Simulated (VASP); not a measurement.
# Mg (P6_3/mmc) in VASP: further runs

The runs below take Mg through single point, with PBEsol.

All numbers are computed with VASP 6.6.1; they aren't measurements. Logs are shortened: lines on timing, memory, paths and dates and some standing lists are left out, and cuts for length are marked.

### Step 1. The cell of the first run

The structure is hexagonal, space group P6_3/mmc (No. 194). Conventional cell: a = 3.338 Å, b = 3.338 Å, c = 5.002 Å, α = 90.00°, β = 90.00°, γ = 120.00°. Mg (site symmetry -6m2) has 12 Mg at 3.16 to 3.34 Å within 4.2 Å.

### Step 2. Single point, PBEsol (strain +0.040 along x and y, -0.040 along z)

Input file INCAR:

```
SYSTEM = Mg
PREC = Accurate ; ENCUT = 520
EDIFF = 1E-6 ; ISMEAR = 0
SIGMA = 0.15 ; LREAL = .FALSE.
LASPH = .TRUE. ; NELM = 100
ALGO = Normal ; ISIF = 2
LWAVE = .FALSE. ; LCHARG = .TRUE.
GGA = PS ; LELF = .TRUE.
LVHAR = .TRUE. ; NBANDS = 9
```

Input file KPOINTS:

```
Automatic mesh
0
G
  18 18 10
  0 0 0
```

Input file POSCAR:

```
Mg
1.0
    3.3376423938      0.0000000000      0.0000000000
   -1.6688211969      2.8904831018      0.0000000000
    0.0000000000      0.0000000000      5.0019168000
Mg
2
Direct
    0.3333333333      0.6666666667      0.2500000000
    0.6666666667      0.3333333333      0.7500000000
```

Potentials or basis: VASP PAW PBE potentials, release 64 (Mg).

Run with:

```console
$ cat potpaw_PBE.64/Mg/POTCAR > POTCAR
$ mpirun -np 1 vasp_std > vasp.out
```

OUTCAR:

```text
SYSTEM = Mg
   PREC = Accurate
   ENCUT = 520
   EDIFF = 1E-6
   ISMEAR = 0
   LREAL = .FALSE.
   LASPH = .TRUE.
   NELM = 100
   ISIF = 2
   GGA = PS

 ion  position               nearest neighbor table
   1  0.333  0.667  0.250-   2 3.16   2 3.16   2 3.16   2 3.16   2 3.16   2 3.16
   2  0.667  0.333  0.750-   1 3.16   1 3.16   1 3.16   1 3.16   1 3.16   1 3.16

  LATTYP: Found a hexagonal cell.
 ALAT       =     3.3376423938
 C/A-ratio  =     1.4986377238

  Lattice vectors:

 A1 = (   3.3376423938,   0.0000000000,   0.0000000000)
 A2 = (  -1.6688211969,   2.8904831018,   0.0000000000)
 A3 = (   0.0000000000,   0.0000000000,   5.0019168000)

Analysis of symmetry for initial positions (statically):
=====================================================================
 Subroutine PRICEL returns:
 Original cell was already a primitive cell.

 Routine SETGRP: Setting up the symmetry group for a
 hexagonal supercell.

 Subroutine GETGRP returns: Found 24 space group operations
 (whereof 12 operations were pure point group operations)
 out of a pool of 24 trial point group operations.

The static configuration has the point symmetry D_3d.
 The point group associated with its full space group is D_6h.

Analysis of symmetry for dynamics (positions and initial velocities):
=====================================================================
 Subroutine PRICEL returns:
 Original cell was already a primitive cell.

 Routine SETGRP: Setting up the symmetry group for a
 hexagonal supercell.

 Subroutine GETGRP returns: Found 24 space group operations
 (whereof 12 operations were pure point group operations)
 out of a pool of 24 trial point group operations.

The dynamic configuration has the point symmetry D_3d.
 The point group associated with its full space group is D_6h.

 Subroutine INISYM returns: Found 24 space group operations
 (whereof 12 operations are pure point group operations),
 and found     1 'primitive' translations

----------------------------------------------------------------------------------------

                                     Primitive cell

  volume of cell :      48.2555

  direct lattice vectors                    reciprocal lattice vectors
     3.337642394  0.000000000  0.000000000     0.299612685  0.172981464  0.000000000
    -1.668821197  2.890483102  0.000000000     0.000000000  0.345962929  0.000000000
     0.000000000  0.000000000  5.001916800     0.000000000  0.000000000  0.199923357

[... 88 lines left out ...]
   NFREE  =      0    steps in history (QN), initial steepest desc. (CG)
   ISIF   =      2    stress and relaxation
   ISYM   =      2    0-nonsym 1-usesym 2-fastsym
   POTIM  = 0.5000    time-step for ionic-motion
   TEBEG  =    0.0;   TEEND  =   0.0 temperature during run
   PSTRESS=    0.0 pullay stress
   NELECT =       4.0000    total number of electrons
   NUPDOWN=      -1.0000    fix difference up-down
   EMIN   =  10.00;   EMAX   =-10.00  energy-range for DOS
   EFERMI =   0.00;   METHOD = LEGACY
   ISMEAR =     0;   SIGMA  =   0.15  broadening in eV -4-tet -1-fermi 0-gaus
   EFERMI_NEDOS =   21; number of points for ismear=-14 and -15
   IALGO  =     38    algorithm
   IMIX   =      4    mixing-type and parameters
     AMIX     =   0.40;   BMIX     =  1.00
     AMIX_MAG =   1.60;   BMIX_MAG =  1.00
  volume/ion in A,a.u.               =      24.13       162.82
  Fermi-wavevector in a.u.,A,eV,Ry     =   0.713804  1.348895  6.932397  0.509517
  Thomas-Fermi vector in A             =   1.801538
   LORBIT       =      0    0 simple, 1 ext, 2 COOP (PROOUT), +10 PAW based schemes
   GGA     = PS    functional components
   LHFCALC =     F    Hartree Fock is set to
   AEXX    =    0.0000 exact exchange contribution
   IVDW    =     0    specifies the selected vdW correction
   LEPSILON=     F    determine dielectric tensor
   LRPA    =     F    only Hartree local field effects (RPA)
 non-spin polarized calculation
 Gauss-broadening in eV      SIGMA  =   0.15
  energy-cutoff  :      520.00
  volume of cell :       48.26
 maximum number of plane-waves:      1324
 NGX is ok and might be reduce to    28
   NGX = 13   NGY = 13   NGZ = 19

 number of electron       4.0000000 magnetization

 Free energy of the ion-electron system (eV)
  ---------------------------------------------------
  ext. energy  EPLUGINS =         0.00000000
  ---------------------------------------------------
  free energy    TOTEN  =        -3.40406149 eV

  energy without entropy =       -3.39519423  energy(sigma->0) =       -3.39962786

 E-fermi :   2.3566     XC(G=0):  -8.3769

 val. band max:        2.3482689580   @ k =   0.2778   0.1111   0.1000
 cond. band min:       2.3703641527   @ k =   0.3333   0.3333   0.5000
 fundamental gap:      0.0220951947
 Fermi energy:         2.3565797014

 k-point     1 :       0.0000    0.0000    0.0000
  band No.  band energies     occupation
      1      -4.3798      2.00000
      2       1.1670      2.00000
      3       1.8404      2.00000
      4      11.9989      0.00000
      5      11.9989      0.00000
      6      12.1698      0.00000
      7      12.1698      0.00000
      8      13.8198      0.00000
      9      14.4801      0.00000
[... 265 lines left out ...]
 k-point    24 :       0.3889    0.1111    0.0000
  band No.  band energies     occupation
      1      -0.7162      2.00000
      2       1.1923      2.00000
      3       4.5549      0.00000
      4       5.2101      0.00000
      5       6.1233      0.00000
      6       6.4528      0.00000
      7       7.7963      0.00000
      8      11.0773      0.00000
      9      11.8845      0.00000

 [... further k-points ...]

------------------------ aborting loop because EDIFF is reached ----------------------------------------

  FORCE on cell =-STRESS in cart. coord.  units (eV):
  Direction    XX          YY          ZZ          XY          YZ          ZX
  --------------------------------------------------------------------------------------
  -------------------------------------------------------------------------------------
  Total       -0.9621128     -0.9621128      0.0333208      0.0000000      0.0000000      0.0000000
  in kB      -31.9440409    -31.9440409      1.1063167      0.0000000      0.0000000      0.0000000
  external PRESSURE =     -20.9272550 kB  Pullay stress =       0.0000000 kB

 VOLUME and BASIS-vectors are now :
 -----------------------------------------------------------------------------
  energy-cutoff  :      520.00
  volume of cell :       48.26
      direct lattice vectors                 reciprocal lattice vectors
     3.337642394  0.000000000  0.000000000     0.299612685  0.172981464  0.000000000
    -1.668821197  2.890483102  0.000000000     0.000000000  0.345962929  0.000000000
     0.000000000  0.000000000  5.001916800     0.000000000  0.000000000  0.199923357

 POSITION                                       TOTAL-FORCE (eV/Angst)
 -----------------------------------------------------------------------------------
     -0.00000      1.92699      1.25048        -0.000000      0.000000      0.000000
      1.66882      0.96349      3.75144         0.000000     -0.000000      0.000000
 -----------------------------------------------------------------------------------
    total drift:                                0.000000     -0.000000      0.000000

  FREE ENERGIE OF THE ION-ELECTRON SYSTEM (eV)
  ---------------------------------------------------
  free  energy   TOTEN  =        -3.4040614859 eV

  energy  without entropy=       -3.3951942308  energy(sigma->0) =       -3.39962786
```

It took 93 s on 1 thread of Intel Xeon 8259CL, shared host; peak memory 0.24 GiB.

Results:

```yaml
Free_energy: -3.4041 eV
Pressure: -2.1 GPa
Band_gap_on_the_k_mesh: zero (bands 2 and 3 overlap by 1.96 eV)
```

Stress tensor (GPa, compression positive):
```
-3.19  0.00  0.00
 0.00 -3.19  0.00
 0.00  0.00  0.11
```

Caveat: the cell differs from its parent crystal (strain +0.040 along x and y, -0.040 along z); the PAW data sets were made with another functional, which shifts forces and pressure a little.

### Step 3. Single point, PBEsol (strain +0.080 along x and y, -0.080 along z)

Input file INCAR:

```
SYSTEM = Mg
ALGO = Normal ; EDIFF = 1E-6
ENCUT = 520 ; GGA = PS
ISIF = 2 ; ISMEAR = 0
LASPH = .True. ; LCHARG = .True.
LELF = .True. ; LREAL = .False.
LVHAR = .True. ; LWAVE = .False.
NBANDS = 9 ; NELM = 80
PREC = Accurate ; SIGMA = 0.15
```

Input file KPOINTS:

```
k-points
0
Gamma
  18 18 10
  0 0 0
```

Input file POSCAR:

```
Mg
1.0
    3.4660132551      0.0000000000      0.0000000000
   -1.7330066275      3.0016555288      0.0000000000
    0.0000000000      0.0000000000      4.7935036000
Mg
2
Direct
    0.3333333333      0.6666666667      0.2500000000
    0.6666666667      0.3333333333      0.7500000000
```

Potentials or basis: VASP PAW PBE potentials, release 64 (Mg).

Run with:

```console
$ cat potpaw_PBE.64/Mg/POTCAR > POTCAR
$ mpirun -np 1 vasp_std > vasp.out
```

Wall time 92 s (1 thread of Intel Xeon 8259CL, shared host); peak memory 0.24 GiB.

It converged, with:

```
Free energy            : -3.3070 eV
Pressure               : -2.4 GPa
Band gap on the k mesh : zero (bands 2 and 3 overlap by 2.03 eV)
```

Stress tensor (GPa, compression positive):
```
-4.26  0.00  0.00
 0.00 -4.26  0.00
 0.00  0.00  1.33
```

Levels at points of the mesh, in eV from the Fermi level:
| k point | band 1 | band 2 | band 3 | band 4 | band 5 |
| --- | --- | --- | --- | --- | --- |
| (0.00, 0.00, 0.00) | -6.59 | -0.63 | 0.25 | 8.48 | 8.48 |
| (0.50, 0.00, 0.00) | -2.61 | -2.36 | 2.90 | 3.47 | 4.11 |
| (0.00, 0.00, 0.50) | -4.96 | -4.96 | 7.31 | 7.31 | 9.70 |
| (0.50, 0.00, 0.50) | -1.17 | -1.17 | -0.63 | -0.63 | 6.44 |

Caveat: the cell differs from its parent crystal (strain +0.080 along x and y, -0.080 along z); the PAW data sets were made with another functional, which shifts forces and pressure a little.

### Step 4. Single point, PBEsol (strain +0.000 along x and y, +0.080 along z)

Input file INCAR:

```
PREC = Accurate
ENCUT = 520
EDIFF = 1E-6
ISMEAR = 0
SIGMA = 0.15
LREAL = F
LASPH = T
NELM = 100
ALGO = Fast
ISIF = 2
LWAVE = F
LCHARG = F
GGA = PS
NBANDS = 9
```

Input file KPOINTS:

```
Automatic mesh
0
Gamma
  18 18 10
```

Input file POSCAR:

```
Mg
1.0
    3.2092715325      0.0000000000      0.0000000000
   -1.6046357662      2.7793106748      0.0000000000
    0.0000000000      0.0000000000      5.6271564000
Mg
2
Direct
    0.3333333333      0.6666666667      0.2500000000
    0.6666666667      0.3333333333      0.7500000000
```

Run with:

```console
$ cat potpaw_PBE.64/Mg/POTCAR > POTCAR
$ mpirun -np 1 vasp_std > vasp.out
```

Wall time 68 s (1 thread of Intel Xeon 8259CL, shared host); peak memory 0.23 GiB.

It converged, with:

* Free energy: -3.3718 eV
* Pressure: -3.1 GPa
* Band gap on the k mesh: zero (bands 2 and 3 overlap by 2.75 eV)

Stress tensor (GPa, compression positive):
```
-2.21  0.00  0.00
 0.00 -2.21  0.00
 0.00  0.00 -4.83
```

Levels at points of the mesh, in eV from the Fermi level:
```
           k point  band 1  band 2  band 3  band 4  band 5
(0.00, 0.00, 0.00)   -6.56   -1.92   -1.87   10.47   11.20
(0.50, 0.00, 0.00)   -1.81   -1.78    2.49    2.55    2.87
(0.00, 0.00, 0.50)   -5.37   -5.37    3.70    3.70   11.85
(0.50, 0.00, 0.50)   -0.92   -0.92   -0.33   -0.33    7.58
```

Caveat: the cell differs from its parent crystal (strain +0.000 along x and y, +0.080 along z); the cell stands under tension; the PAW data sets were made with another functional, which shifts forces and pressure a little.

### Step 5. The runs side by side

| cell | gap on the mesh (eV) | pressure (GPa) |
| --- | --- | --- |
| a = 3.338, b = 3.338, c = 5.002 Å, angles 90.0, 90.0, 120.0°, 2 atoms | none | -2.1 |
| a = 3.466, b = 3.466, c = 4.794 Å, angles 90.0, 90.0, 120.0°, 2 atoms | none | -2.4 |
| a = 3.209, b = 3.209, c = 5.627 Å, angles 90.0, 90.0, 120.0°, 2 atoms | none | -3.1 |

Alike in all rows: task single point; level PBEsol; potentials or basis VASP PAW PBE potentials, release 64 (Mg); no spin polarisation; k mesh 18 × 18 × 10; cutoff (eV) 520; smearing gaussian 0.15 eV.

Caveats: the PAW data sets were made with another functional, which shifts forces and pressure a little; the cell stands under tension (at least some runs).

Absolute energies hang on the potentials; compare differences alone.
